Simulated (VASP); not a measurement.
Input of a VASP 6.6.1 run:

Contents of INCAR:

```
PREC = Accurate
ENCUT = 600
EDIFF = 1E-6
ISMEAR = -1
SIGMA = 0.05
LREAL = F
LASPH = T
NELM = 80
ALGO = Normal
ISIF = 3
LWAVE = F
LCHARG = F
GGA = PE
IBRION = 2
NSW = 45
EDIFFG = -0.005
```

KPOINTS

```
Automatic mesh
0
Gamma
  17 17 9
```

File POSCAR:

```
Pt
1.0
    2.7612459702      0.0000000000      0.0000000000
   -1.3806229851      2.3913091562      0.0000000000
    0.0000000000      0.0000000000      4.7710746736
Pt
2
Direct
    0.3333333333      0.6666666667      0.2500000000
    0.6666666667      0.3333333333      0.7500000000
```

Potentials or basis: VASP PAW PBE potentials, release 64 (Pt).

Command:

```console
$ cat potpaw_PBE.64/Pt/POTCAR > POTCAR
$ mpirun -np 1 vasp_std > vasp.out
```

Problem. Predict the relaxed cell.

Solution. a = 2.760 Å, b = 2.760 Å, c = 4.766 Å, α = 90.00°, β = 90.00°, γ = 120.00°.

Problem. Estimate the space group after relaxing (to 0.1 Å).

Solution. P6_3/mmc (No. 194).

Final structure:
```
Pt
1.0
     2.76038    0.00000    0.00000
    -1.38019    2.39056    0.00000
     0.00000    0.00000    4.76630
Pt
2
Direct
  0.33333 0.66667 0.25000
  0.66667 0.33333 0.75000
```
